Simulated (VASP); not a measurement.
Crystal: Cs3Sb4Se.

```
Cs Sb Se
1.0
     6.92444    0.00000    0.00000
     0.00000    6.92444    0.00000
     0.00000    0.00000    6.92444
Cs Sb Se
3 4 1
Direct
  0.00000 0.00000 0.50000
  0.00000 0.50000 0.00000
  0.50000 0.00000 0.00000
  0.00000 0.00000 0.00000
  0.50000 0.50000 0.00000
  0.50000 0.00000 0.50000
  0.00000 0.50000 0.50000
  0.50000 0.50000 0.50000
```

The cell was generated, and may not be a known phase.

| Item | Value |
| --- | --- |
| Program | VASP 6.6.1 |
| Task | relaxation of cell and atoms |
| Functional | PBE |
| Potentials or basis | VASP PAW PBE potentials, release 64 (Cs_sv, Sb, Se) |
| Cutoff | 600 eV |
| k mesh | 6 × 6 × 6 |
| Occupations | gaussian, width 0.1 eV |
| Spin | no spin polarisation |

At the start: pressure 1.9 GPa; volume 41.50 Å³/atom.

Question: How do energy, volume and symmetry change on relaxing?

Answer: Over 4 steps the energy falls by 27.9 meV/atom and the volume is 46.69 Å³/atom (+12.5 %); space group Pm-3m (No. 221, to 0.1 Å) before and after.

The path:
| step | energy change (eV) | largest force (eV/Å) | pressure (GPa) | volume (Å³) |
| --- | --- | --- | --- | --- |
| 1 | 0.0000 | 0.0000 | 1.95 | 332.01 |
| 2 | -0.1926 | 0.0000 | 0.62 | 356.87 |
| 3 | -0.2216 | 0.0000 | -0.12 | 376.90 |
| 4 | -0.2230 | 0.0000 | -0.01 | 373.53 |

Final structure:
```yaml
crystal:
  lattice:
    - [7.20179, 0.00000, 0.00000]
    - [0.00000, 7.20179, 0.00000]
    - [0.00000, 0.00000, 7.20179]
  atoms:
    - { symbol: Cs, position: [0.00000, 0.00000, 0.50000] }
    - { symbol: Cs, position: [0.00000, 0.50000, 0.00000] }
    - { symbol: Cs, position: [0.50000, 0.00000, 0.00000] }
    - { symbol: Sb, position: [0.00000, 0.00000, 0.00000] }
    - { symbol: Sb, position: [0.50000, 0.50000, 0.00000] }
    - { symbol: Sb, position: [0.50000, 0.00000, 0.50000] }
    - { symbol: Sb, position: [0.00000, 0.50000, 0.50000] }
    - { symbol: Se, position: [0.50000, 0.50000, 0.50000] }
```

Caveat: the highest band is partly filled, so the run has too few bands; an odd number of electrons without spin polarisation forces a metal; a magnetic or distorted state may lie lower.
